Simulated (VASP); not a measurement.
The system is As.

```
As
1.0
     4.47029    0.00000    0.00000
    -2.23514    3.87138    0.00000
     0.00000    0.00000    2.94379
As
2
Direct
  0.33333 0.66667 0.00000
  0.66667 0.33333 0.00000
```

```yaml
Program: VASP 6.6.1
Task: relaxation of cell and atoms
Functional: PBE
Potentials_or_basis: VASP PAW PBE potentials, release 64 (As)
Cutoff: 600 eV
k_mesh: 6 × 6 × 6
Occupations: gaussian, width 0.1 eV
Spin: no spin polarisation
```

At the start: pressure 1.2 GPa; volume 25.47 Å³/atom.

**Question.** Where does the relaxation end?

**Answer.** Over 17 steps the energy falls by 69.7 meV/atom and the volume is 25.80 Å³/atom (+1.3 %); space group P6/mmm (No. 191, to 0.05 Å).

The path:
| step | energy change (eV) | largest force (eV/Å) | pressure (GPa) | volume (Å³) |
| --- | --- | --- | --- | --- |
| 1 | 0.0000 | 0.0000 | 1.21 | 50.95 |
| 2 | -0.0181 | 0.0000 | -0.43 | 52.37 |
| 3 | -0.0382 | 0.0000 | -1.93 | 53.90 |
| 4 | -0.0438 | 0.0000 | -4.83 | 56.97 |
| 5 | -0.0461 | 0.0000 | -3.02 | 54.93 |
| 6 | -0.0516 | 0.0000 | -4.04 | 55.95 |
| 7 | -0.0564 | 0.0000 | -4.21 | 56.10 |
| 8 | -0.0616 | 0.0000 | -4.44 | 56.35 |
| 9 | -0.0621 | 0.0000 | -4.50 | 56.45 |
| 10 | -0.0698 | 0.0000 | -4.33 | 56.19 |
| 11 | -0.0908 | 0.0000 | -3.74 | 55.42 |
| 12 | -0.1216 | 0.0000 | -2.40 | 53.90 |
| 13 | -0.1293 | 0.0000 | 1.11 | 50.93 |
| 14 | -0.1358 | 0.0000 | -0.47 | 52.15 |
| 15 | -0.1358 | 0.0000 | -0.37 | 52.06 |
| 16 | -0.1377 | 0.0000 | -0.26 | 51.92 |
| 17 | -0.1395 | 0.0000 | 0.02 | 51.59 |

Final structure:
```
CELL_PARAMETERS angstrom
4.67734 0.00000 0.00000
-2.33867 4.05069 0.00000
0.00000 0.00000 2.72312
ATOMIC_POSITIONS crystal
As 0.33333 0.66667 0.00000
As 0.66667 0.33333 0.00000
```
